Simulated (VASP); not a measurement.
# Mo (Cmme) in VASP: single point with PBE

Aim: the single point of Mo with PBE.

Everything below comes from runs of VASP 6.6.1. Logs are shortened: lines on timing, memory, paths and dates and some standing lists are left out, and cuts for length are marked.

## 1. The cell of the first run

It takes space group Cmme (No. 67, orthorhombic). The conventional cell has a = 3.160 Å, b = 4.470 Å, c = 8.689 Å, α = 90.00°, β = 90.00°, γ = 90.00°. Mo (site symmetry mm2) has 14 Mo at 2.54 to 3.16 Å within 3.3 Å. Mo (site symmetry mm2) has 14 Mo at 2.74 to 3.16 Å within 3.6 Å.

## 2. Single point, PBE

Input file INCAR:

```
  PREC = Accurate
  ENCUT = 520
  EDIFF = 1E-6
  ISMEAR = 0
  SIGMA = 0.15
  LREAL = F
  LASPH = T
  NELM = 100
  ALGO = Fast
  ISIF = 2
  LWAVE = F
  LCHARG = F
  GGA = PE
  NBANDS = 36
```

Input file KPOINTS:

```
regular mesh
0
Gamma
  17 17 5
```

Input file POSCAR:

```
Mo
1.0
   -1.5802339368      1.5802339368     -1.5802339368
   -1.5802339368     -1.5802339368      1.5802339368
    0.0000000000      6.1441590519      6.1441590519
Mo
4
Direct
    0.0000000000      0.0000000000      0.9001750658
    0.5000000000      0.5000000000      0.1285964380
    0.0000000000      0.0000000000      0.3857893139
    0.5000000000      0.5000000000      0.6429821899
```

Potentials or basis: VASP PAW PBE potentials, release 64 (Mo_sv).

On the command line:

```
$ cat potpaw_PBE.64/Mo_sv/POTCAR > POTCAR
$ mpirun -np 1 vasp_std > vasp.out
```

OUTCAR:

```text
PREC = Accurate
   ENCUT = 520
   EDIFF = 1E-6
   ISMEAR = 0
   LREAL = F
   LASPH = T
   NELM = 100
   ISIF = 2
   GGA = PE

 ion  position               nearest neighbor table
   1  0.000  0.000  0.900-   2 2.54   2 2.54   4 2.74   4 2.74   2 2.99   2 2.99   4 3.16   4 3.16

   2  0.500  0.500  0.129-   1 2.54   1 2.54   3 2.74   3 2.74   1 2.99   1 2.99   3 3.16   3 3.16

   3  0.000  0.000  0.386-   2 2.74   2 2.74   4 2.74   4 2.74   2 3.16   2 3.16   4 3.16   4 3.16

   4  0.500  0.500  0.643-   1 2.74   1 2.74   3 2.74   3 2.74   1 3.16   1 3.16   3 3.16   3 3.16

  LATTYP: Found a base centered orthorhombic cell.
 ALAT       =     3.1604678736
 B/A-ratio  =     1.4142135624
 C/A-ratio  =     2.7493249127

  Lattice vectors:

 A1 = (  -1.5802339368,   1.5802339368,  -1.5802339368)
 A2 = (  -1.5802339368,  -1.5802339368,   1.5802339368)
 A3 = (   0.0000000000,   6.1441590519,   6.1441590519)

Analysis of symmetry for initial positions (statically):
=====================================================================
 Subroutine PRICEL returns:
 Original cell was already a primitive cell.

 Routine SETGRP: Setting up the symmetry group for a
 base centered orthorhombic supercell.

 Subroutine GETGRP returns: Found  8 space group operations
 (whereof  4 operations were pure point group operations)
 out of a pool of  8 trial point group operations.

The static configuration has the point symmetry C_2v.
 The point group associated with its full space group is D_2h.

Analysis of symmetry for dynamics (positions and initial velocities):
=====================================================================
 Subroutine PRICEL returns:
 Original cell was already a primitive cell.

 Routine SETGRP: Setting up the symmetry group for a
 base centered orthorhombic supercell.

 Subroutine GETGRP returns: Found  8 space group operations
 (whereof  4 operations were pure point group operations)
 out of a pool of  8 trial point group operations.

The dynamic configuration has the point symmetry C_2v.
 The point group associated with its full space group is D_2h.

 Subroutine INISYM returns: Found  8 space group operations
 (whereof  4 operations are pure point group operations),
 and found     1 'primitive' translations

----------------------------------------------------------------------------------------

                                     Primitive cell
[... 89 lines left out ...]
   ISPIN  =      1    spin polarized calculation?
   LNONCOLLINEAR =      F non collinear calculations
   LSORBIT =      F    spin-orbit coupling
   LASPH  =      T    aspherical Exc in radial PAW
   ENCUT  =  520.0 eV  38.22 Ry    6.18 a.u.   5.09  5.09 16.16*2*pi/ulx,y,z
   NELM   =    100;   NELMIN=  2; NELMDL= -5     # of ELM steps
   EDIFF  = 0.1E-05   stopping-criterion for ELM
   LREAL  =      F    real-space projection
   EDIFFG = 0.1E-04   stopping-criterion for IOM
   NSW    =      0    number of steps for IOM
   IBRION =     -1    ionic relax: 0-MD 1-quasi-New 2-CG
   NFREE  =      0    steps in history (QN), initial steepest desc. (CG)
   ISIF   =      2    stress and relaxation
   ISYM   =      2    0-nonsym 1-usesym 2-fastsym
   POTIM  = 0.5000    time-step for ionic-motion
   TEBEG  =    0.0;   TEEND  =   0.0 temperature during run
   PSTRESS=    0.0 pullay stress
   NELECT =      56.0000    total number of electrons
   NUPDOWN=      -1.0000    fix difference up-down
   EMIN   =  10.00;   EMAX   =-10.00  energy-range for DOS
   EFERMI =   0.00;   METHOD = LEGACY
   ISMEAR =     0;   SIGMA  =   0.15  broadening in eV -4-tet -1-fermi 0-gaus
   EFERMI_NEDOS =   21; number of points for ismear=-14 and -15
   IALGO  =     68    algorithm
   IMIX   =      4    mixing-type and parameters
     AMIX     =   0.40;   BMIX     =  1.00
     AMIX_MAG =   1.60;   BMIX_MAG =  1.00
  volume/ion in A,a.u.               =      15.34       103.54
  Fermi-wavevector in a.u.,A,eV,Ry     =   1.587873  3.000645 34.304923  2.521341
  Thomas-Fermi vector in A             =   2.686964
   LORBIT       =      0    0 simple, 1 ext, 2 COOP (PROOUT), +10 PAW based schemes
   GGA     = PE    functional components
   LHFCALC =     F    Hartree Fock is set to
   AEXX    =    0.0000 exact exchange contribution
   IVDW    =     0    specifies the selected vdW correction
   LEPSILON=     F    determine dielectric tensor
   LRPA    =     F    only Hartree local field effects (RPA)
 non-spin polarized calculation
 RMM-DIIS sequential band-by-band and
 Gauss-broadening in eV      SIGMA  =   0.15
  energy-cutoff  :      520.00
  volume of cell :       61.37
 maximum number of plane-waves:      1674
   NGX = 11   NGY = 11   NGZ = 33

 number of electron      55.9999997 magnetization

 Free energy of the ion-electron system (eV)
  ---------------------------------------------------
  ext. energy  EPLUGINS =         0.00000000
  ---------------------------------------------------
  free energy    TOTEN  =       -43.47709099 eV

  energy without entropy =      -43.44941828  energy(sigma->0) =      -43.46325463

 E-fermi :  12.9283     XC(G=0): -13.4878

 val. band max:       12.9265628176   @ k =  -0.1765   0.1765   0.0000
 cond. band min:      12.9308918449   @ k =   0.3529   0.1765   0.2000
 fundamental gap:      0.0043290272
 Fermi energy:        12.9282987765

 k-point     1 :       0.0000    0.0000    0.0000
  band No.  band energies     occupation
      1     -48.4017      2.00000
      2     -48.2673      2.00000
      3     -48.2114      2.00000
      4     -48.0368      2.00000
      5     -23.1616      2.00000
      6     -22.4681      2.00000
[... 925 lines left out ...]
     35      14.4825      0.00000
     36      14.6115      0.00000

 [... further k-points ...]
[... 5 lines left out ...]
  --------------------------------------------------------------------------------------
  -------------------------------------------------------------------------------------
  Total        2.7140703      4.5255189      4.5255189      0.0000000      1.4222620     -0.0000000
  in kB       70.8543424    118.1445676    118.1445676      0.0000000     37.1300022     -0.0000000
  external PRESSURE =     102.3811592 kB  Pullay stress =       0.0000000 kB

 VOLUME and BASIS-vectors are now :
 -----------------------------------------------------------------------------
  energy-cutoff  :      520.00
  volume of cell :       61.37
      direct lattice vectors                 reciprocal lattice vectors
    -1.580233937  1.580233937 -1.580233937    -0.316408848  0.158204424 -0.158204424
    -1.580233937 -1.580233937  1.580233937    -0.316408848 -0.158204424  0.158204424
     0.000000000  6.144159052  6.144159052     0.000000000  0.081378102  0.081378102

 POSITION                                       TOTAL-FORCE (eV/Angst)
 -----------------------------------------------------------------------------------
      0.00000      5.53082      5.53082         0.000000     -1.589813     -1.589813
     -1.58023      0.79012      0.79012        -0.000000      1.589813      1.589813
      0.00000      2.37035      2.37035        -0.000000      0.074379      0.074379
     -1.58023      3.95058      3.95058         0.000000     -0.074379     -0.074379
 -----------------------------------------------------------------------------------
    total drift:                                0.000000     -0.000003     -0.000003

  FREE ENERGIE OF THE ION-ELECTRON SYSTEM (eV)
  ---------------------------------------------------
  free  energy   TOTEN  =       -43.4770909853 eV

  energy  without entropy=      -43.4494182808  energy(sigma->0) =      -43.46325463
```

OSZICAR:

```text
N       E                     dE             d eps       ncg     rms          rms(c)
DAV:   1     0.684850689212E+03    0.68485E+03   -0.35269E+04 17496   0.165E+03
DAV:   2    -0.226118820564E+02   -0.70746E+03   -0.69249E+03 18996   0.527E+02
DAV:   3    -0.456736861771E+02   -0.23062E+02   -0.22432E+02 22256   0.896E+01
DAV:   4    -0.460324049777E+02   -0.35872E+00   -0.35651E+00 20484   0.976E+00
DAV:   5    -0.460372159864E+02   -0.48110E-02   -0.48044E-02 20084   0.111E+00    0.312E+01
RMM:   6    -0.438737960096E+02    0.21634E+01   -0.47613E+00 17861   0.133E+01    0.103E+01
RMM:   7    -0.440402793506E+02   -0.16648E+00   -0.28329E+00 19566   0.783E+00    0.418E+00
RMM:   8    -0.434770218618E+02    0.56326E+00   -0.69238E-01 19973   0.359E+00    0.178E+00
RMM:   9    -0.434752174846E+02    0.18044E-02   -0.12981E-01 23005   0.163E+00    0.331E-01
RMM:  10    -0.434767538114E+02   -0.15363E-02   -0.26845E-02 23926   0.599E-01    0.861E-02
RMM:  11    -0.434770416545E+02   -0.28784E-03   -0.37282E-03 24807   0.244E-01    0.497E-02
RMM:  12    -0.434770744300E+02   -0.32776E-04   -0.68456E-04 23627   0.111E-01    0.182E-02
RMM:  13    -0.434770892099E+02   -0.14780E-04   -0.17160E-04 23859   0.544E-02    0.784E-03
RMM:  14    -0.434770897980E+02   -0.58809E-06   -0.42685E-05 20869   0.245E-02    0.241E-03
RMM:  15    -0.434770909096E+02   -0.11116E-05   -0.99814E-06 16266   0.119E-02    0.169E-03
RMM:  16    -0.434770909853E+02   -0.75742E-07   -0.31037E-06 14371   0.518E-03
   1 F= -.43477091E+02 E0= -.43463255E+02  d E =-.276727E-01
```

Run time: 4 min. Hardware: 1 thread of Intel Xeon 6975P-C (Granite Rapids), shared host; peak memory 0.44 GiB.

Results:

| Property | Result |
| --- | --- |
| Free energy | -43.4771 eV |
| Pressure | 10.2 GPa |
| Largest force | 2.248 eV/Å |
| Band gap on the k mesh | zero (bands 28 and 29 overlap by 2.70 eV) |

Forces in eV/Å, atoms in the order of the input:
```
Mo   0.000 -1.590 -1.590
Mo   0.000  1.590  1.590
Mo   0.000  0.074  0.074
Mo   0.000 -0.074 -0.074
```

Caveat: the cell stands under pressure; forces of over 1 eV/Å act on the atoms, so gaps and moduli don't describe the material at rest.
